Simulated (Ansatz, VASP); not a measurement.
**One calculation of W, two programs**

INCAR

```
ALGO = Normal
EDIFF = 1E-6
ENCUT = 500
GGA = PS
GGA_COMPAT = False
ISIF = 2
ISMEAR = 0
LASPH = True
LCHARG = False
LREAL = False
LWAVE = False
NBANDS = 13
NELM = 120
PREC = Accurate
SIGMA = 0.15
```

Contents of KPOINTS:

```
k-points
0
Gamma
  20 20 20
```

File POSCAR:

```
W
1.0
   -0.2998690383      1.9991269217      1.8991705756
    1.6992578834      0.0000000000      1.5993015374
    1.9991269217      1.9991269217     -0.2998690383
W
1
Direct
    0.0000000000      0.0000000000      0.0000000000
```

Input for Ansatz:

```yaml
crystal:
  lattice:
    - [-0.2998690383, 1.9991269217, 1.8991705756]
    - [1.6992578834, 0.0, 1.5993015374]
    - [1.9991269217, 1.9991269217, -0.2998690383]
  atoms:
    - { symbol: W, position: [0.0, 0.0, 0.0] }
basis:
  ecutwfc: 420
kpoints:
  mp_grid: { grid: [20, 20, 20] }
hamiltonian:
  xc: pbesol
  pseudopotentials: { kind: paw, azcp: { folder: soft_1 } }
scf:
  occupations: { method: gaussian, width: 0.15 }
output:
  forces: true
  stress: true
  eigenvalues: true
```

Change from the starting cell: engineering shear strain xz -0.3000, normal strain along z -0.0500.

Alike in both runs: task single point; functional PBEsol; k mesh 20 × 20 × 20; occupations gaussian, width 0.15 eV; no spin polarisation.

```csv
,VASP,Ansatz
version,VASP 6.6.1,Ansatz 0.2.0
potentials or method,"VASP PAW PBE potentials, release 64 (W_sv), cutoff 500 eV","scalar-relativistic, plane waves, PAW"
valence electrons in the cell,14,14
```

|  | VASP | Ansatz | Ansatz less VASP |
| --- | --- | --- | --- |
| gap on the k mesh at the Fermi level (eV) | none | none | - |
| pressure (GPa) | 47.5 | 45.5 | -1.95 |
| traceless stress, the component that is largest in VASP (GPa) | 61.25 | 59.20 | -2.043 |

VASP's potentials were made for PBE, not for PBEsol, and Ansatz warns of the same on its side. A gap of «none» marks a metal or a gap that the smearing closes. Both programs put the cell under a high pressure, so it lies far from rest at this level. With one functional, cell and mesh, what is left measures potentials, basis and numerics.

Spin-orbit coupling is off throughout.
